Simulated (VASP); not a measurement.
Sn: single point with PBE

The system is Sn.

```xyz
3
Lattice="5.4807 0.0000 0.0000 -2.7403 4.7464 0.0000 0.0000 0.0000 3.3418" Properties=species:S:1:pos:R:3 pbc="T T T"
Sn    0.0000    0.0000    0.0000
Sn    0.0000    3.1643    1.6709
Sn    2.7403    1.5821    1.6709
```

This isn't the form of Sn at room conditions, which is tetragonal (white tin).

- Program: VASP 6.6.1
- Task: single point
- Functional: PBE
- Potentials or basis: VASP PAW PBE potentials, release 64 (Sn_d)
- Cutoff: 520 eV
- k mesh: 8 × 8 × 11
- Occupations: fermi-dirac, width 0.1 eV
- Spin: no spin polarisation
- Dipole correction: no
- Further INCAR settings: ALGO = Normal; EDIFF = 1e-07; NBANDS = 28

```yaml
Pressure: -1.4 GPa
Band_gap_on_the_k_mesh: zero (bands 21 and 22 overlap by 3.62 eV)
```

Stress tensor (GPa, compression positive):
```
-0.66  0.00  0.00
 0.00 -0.66  0.00
 0.00  0.00 -2.79
```

Levels at points of the mesh, in eV from the Fermi level:
```
           k point  band 18  band 19  band 20  band 21  band 22  band 23  band 24  band 25
(0.00, 0.00, 0.00)    -5.24    -2.34    -2.34    -2.21    -2.21     2.86     6.33     7.43
(0.50, 0.00, 0.00)    -6.35    -4.12     1.02     1.15     2.63     2.97     3.94     4.59
```

Wall time 76 s on 1 thread of AMD EPYC 9R45 96-Core Processor (Zen 5) (shared host), peak memory 0.24 GiB.

Caveat: spin-orbit coupling is left out, which moves the levels of the heavy elements.
